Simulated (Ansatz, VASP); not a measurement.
## TiPt3 in VASP and in Ansatz

INCAR

```
ALGO     = Fast           # electronic algorithm
EDIFF    = 1E-7           # SCF threshold, eV
ENCUT    = 520            # plane-wave cutoff, eV
GGA      = PE             # functional
ISIF     = 2              # what is computed and relaxed
ISMEAR   = 0              # smearing method
LASPH    = True           # aspherical terms in the spheres
LCHARG   = False          # write CHGCAR
LREAL    = False          # projectors in reciprocal space
LWAVE    = False          # write WAVECAR
NBANDS   = 29             # bands
NELM     = 80             # most SCF steps
PREC     = Accurate       # precision mode
SIGMA    = 0.1            # smearing width, eV
```

File KPOINTS:

```
k-points
0
Gamma
  10 10 10
```

File POSCAR:

```
TiPt3
1.0
    3.8675864809      0.0000000000      0.0000000000
    0.0000000000      3.8675864809      0.0000000000
    0.0000000000      0.0000000000      3.8675864809
Ti Pt
1 3
Direct
    0.0000000000      0.0000000000      0.0000000000
    0.0000000000      0.5000000000      0.5000000000
    0.5000000000      0.0000000000      0.5000000000
    0.5000000000      0.5000000000      0.0000000000
```

Input for Ansatz:

```yaml
crystal:
  lattice:
    - [3.8675864809, 0.0, 0.0]
    - [0.0, 3.8675864809, 0.0]
    - [0.0, 0.0, 3.8675864809]
  atoms:
    - { symbol: Ti, position: [0.0, 0.0, 0.0] }
    - { symbol: Pt, position: [0.0, 0.5, 0.5] }
    - { symbol: Pt, position: [0.5, 0.0, 0.5] }
    - { symbol: Pt, position: [0.5, 0.5, 0.0] }
basis:
  ecutwfc: 420
kpoints:
  mp_grid: { grid: [10, 10, 10] }
hamiltonian:
  xc: pbe
scf:
  occupations: { method: gaussian, width: 0.1 }
output:
  forces: true
  stress: true
  eigenvalues: true
```

Alike in both runs: task single point; functional PBE; k mesh 10 × 10 × 10; occupations gaussian, width 0.1 eV; no spin polarisation.

```csv
,VASP,Ansatz
version,VASP 6.6.1,Ansatz 0.2.0
potentials or method,"VASP PAW PBE potentials, release 64 (Ti_sv, Pt), cutoff 520 eV","scalar-relativistic, plane waves, PAW"
valence electrons in the cell,42,66
```

```tsv
	VASP	Ansatz	Ansatz less VASP
gap on the k mesh at the Fermi level (eV)	none	none	-
pressure (GPa)	16.6	17.0	+0.40
```

A gap of «none» marks a metal or a gap that the smearing closes. The functional is the same, so the differences come from potentials, cutoffs and numerics. VASP's potentials hold 42 valence electrons a cell and Ansatz's 66, so a difference there can come from the potentials and not from the codes.

Neither program's run includes spin-orbit coupling.
